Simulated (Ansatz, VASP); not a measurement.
## AlFe: VASP beside Ansatz

File INCAR:

```
SYSTEM = AlFe
PREC = Accurate
ENCUT = 520
EDIFF = 1E-8
ISMEAR = -1
SIGMA = 0.05
LREAL = .False.
LASPH = .True.
NELM = 150
ALGO = Normal
ISIF = 2
LWAVE = .False.
LCHARG = .False.
ISPIN = 2
MAGMOM = 0 3
LORBIT = 11
LMAXMIX = 4
GGA = PE
LEFG = .True.
NBANDS = 16
```

File KPOINTS:

```
Automatic mesh
0
Gamma
  12 12 12
  0 0 0
```

The input POSCAR:

```
AlFe
1.0
    2.9100000000      0.0000000000      0.0000000000
    0.0000000000      2.9100000000      0.0000000000
    0.0000000000      0.0000000000      2.9100000000
Al Fe
1 1
Direct
    0.0000000000      0.0000000000      0.0000000000
    0.5000000000      0.5000000000      0.5000000000
```

Input for Ansatz:

```yaml
crystal:
  lattice:
    - [2.91, 0.0, 0.0]
    - [0.0, 2.91, 0.0]
    - [0.0, 0.0, 2.91]
  atoms:
    - { symbol: Al, position: [0.0, 0.0, 0.0] }
    - { symbol: Fe, position: [0.5, 0.5, 0.5], spin: 3.0 }
magnetization:
  spin_polarized: true
kpoints:
  mp_grid: { grid: [12, 12, 12] }
  band_path:
    path:
      - [0.0, 0.0, 0.0]
      - [0.0, 0.5, 0.0]
      - [0.5, 0.5, 0.0]
      - [0.0, 0.0, 0.0]
      - [0.5, 0.5, 0.5]
      - [0.0, 0.5, 0.0]
      - [0.5, 0.5, 0.5]
      - [0.5, 0.5, 0.0]
    npoints: 8
scf:
  occupations: { method: fermi_dirac, width: 0.05 }
hamiltonian:
  xc: pbe
  pseudopotentials: { kind: paw }
output:
  forces: true
  stress: true
  eigenvalues: true
  efg: { contact_densities: true }
  populations: true
  bader: true
  dos: { projected: true, de: 0.2, e_range: [-14, 8] }
```

Alike in both runs: task electric field gradients; functional PBE; k mesh 12 × 12 × 12; occupations fermi-dirac, width 0.05 eV; collinear spin.

|  | VASP | Ansatz |
| --- | --- | --- |
| version | VASP 6.6.1 | Ansatz 0.2.0 |
| potentials or method | VASP PAW PBE potentials, release 64 (Al, Fe) | PAW with Ansatz's default frozen-core files, scalar-relativistic |
| plane-wave cutoff (eV) | 520 | 420 |
| valence electrons in the cell | 11 | 19 |

```csv
,VASP,Ansatz,Ansatz less VASP
pressure (GPa),-5.9,-5.9,+0.03
net moment per atom (μB),0.37,0.37,+0.001
size of the moment on the site where the two differ most (μB),0.03,0.03,+0.005
```

Site moments also hang on the region over which each program counts them. With one functional, cell and mesh, what is left measures potentials, basis and numerics. VASP's potentials hold 11 valence electrons a cell and Ansatz's 19, so a difference there can come from the potentials and not from the codes.
